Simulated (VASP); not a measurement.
Write the native input for VASP 6.6.1 that does the following.

```yaml
Task: single point
Functional: PBEsol
Potentials_or_basis: VASP PAW PBE potentials, release 64 (Bi_d)
Cutoff: 520 eV
k_mesh: 12 × 12 × 12
Occupations: fermi-dirac, width 0.15 eV
Spin: no spin polarisation
Dipole_correction: no
Further_INCAR_settings: ALGO = Fast; EDIFF = 1e-06; NBANDS = 22
```

The structure of Bi lies in POSCAR:

```
Bi
1.0
    2.2626774989      1.3063574631      3.8727553788
   -2.2626774989      1.3063574631      3.8727553788
    0.0000000000     -2.6127149262      3.8727553788
Bi
2
Direct
    0.2374401407      0.2374401407      0.2374401407
    0.7625598593      0.7625598593      0.7625598593
```

These files were run (other wordings do the same):

INCAR

```
ALGO = Fast
EDIFF = 1E-6
ENCUT = 520
GGA = PS
ISIF = 2
ISMEAR = -1
LASPH = T
LCHARG = F
LREAL = F
LWAVE = F
NBANDS = 22
NELM = 60
PREC = Accurate
SIGMA = 0.15
```

KPOINTS

```
k-points
0
Gamma
  12 12 12
```

Potentials or basis: VASP PAW PBE potentials, release 64 (Bi_d).

Launch:

```sh
$ cat potpaw_PBE.64/Bi_d/POTCAR > POTCAR
$ mpirun -np 1 vasp_std > vasp.out
```

It gave:

```yaml
Pressure: 0.0 GPa
Largest_force: 0.004 eV/Å
Band_gap_on_the_k_mesh: zero (bands 15 and 16 overlap by 0.22 eV)
```

Caveat: the PAW data sets were made with another functional, which shifts forces and pressure a little; spin-orbit coupling is left out, which moves the levels of the heavy elements.

Wall time 14 min on 1 thread of Intel Xeon 8259CL, with other jobs on the host, peak memory 0.37 GiB.
